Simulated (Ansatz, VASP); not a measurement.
**One calculation of Ge, two programs**

INCAR

```
SYSTEM = Ge
PREC = Accurate
ENCUT = 520
EDIFF = 1E-6
ISMEAR = -1
SIGMA = 0.1
LREAL = .False.
LASPH = .True.
NELM = 100
ALGO = Normal
ISIF = 2
LWAVE = .False.
LCHARG = .True.
GGA = PE
LELF = .True.
LVHAR = .True.
NBANDS = 21
```

KPOINTS

```
regular mesh
0
Gamma
  17 17 17
  0 0 0
```

POSCAR

```
Ge
1.0
   -1.9269744595      1.9269744595      1.0401012750
    1.9269744595     -1.9269744595      1.0401012750
    1.9269744595      1.9269744595     -1.0401012750
Ge
2
Direct
   -0.3750000000     -0.1250000000     -0.2500000000
    0.3750000000      0.1250000000      0.2500000000
```

Input for Ansatz:

```yaml
crystal:
  lattice:
    - [-1.9269744595, 1.9269744595, 1.040101275]
    - [1.9269744595, -1.9269744595, 1.040101275]
    - [1.9269744595, 1.9269744595, -1.040101275]
  atoms:
    - { symbol: Ge, position: [-0.375, -0.125, -0.25] }
    - { symbol: Ge, position: [0.375, 0.125, 0.25] }
kpoints:
  mp_grid: { grid: [17, 17, 17] }
  band_path:
    path:
      - [0.0, 0.0, 0.0]
      - [0.0, 0.0, 0.5]
      - [-0.5, 0.5, 0.5]
      - [0.0, 0.0, 0.0]
      - [0.32283487, 0.32283487, -0.32283487]
      - [-0.32283487, 0.67716513, 0.32283487]
      - [-0.5, 0.5, 0.5]
      - [0.0, 0.0, 0.5]
      - [0.25, 0.25, 0.25]
    npoints: 8
scf:
  occupations: { method: fermi_dirac, width: 0.1 }
hamiltonian:
  xc: pbe
  pseudopotentials: { kind: paw }
output:
  forces: true
  stress: true
  eigenvalues: true
  populations: true
  dos: { projected: true, de: 0.2, e_range: [-14, 8] }
  write_density: true
  write_potential: true
  elf: true
  volumetric_format: npy
```

Change from the starting cell: volume scaled by 0.4, PAW files.

Alike in both runs: task single point; functional PBE; k mesh 17 × 17 × 17; occupations fermi-dirac, width 0.1 eV; no spin polarisation.

|  | VASP | Ansatz |
| --- | --- | --- |
| version | VASP 6.6.1 | Ansatz 0.2.0 |
| potentials or method | VASP PAW PBE potentials, release 64 (Ge_d) | PAW with Ansatz's default frozen-core files, scalar-relativistic |
| plane-wave cutoff (eV) | 520 | 420 |
| valence electrons in the cell | 28 | 28 |

VASP gave:

```
pressure (GPa)                                                : 522.2
traceless stress, the component that is largest in VASP (GPa) : -2.38
```

Task: Which values does Ansatz return?

Result: Pressure (GPa): 514.8; traceless stress, the component that is largest in VASP (GPa): -0.04.

Both programs put the cell under a high pressure, so it lies far from rest at this level.

Noted on VASP's run: the cell as given lies far from equilibrium.
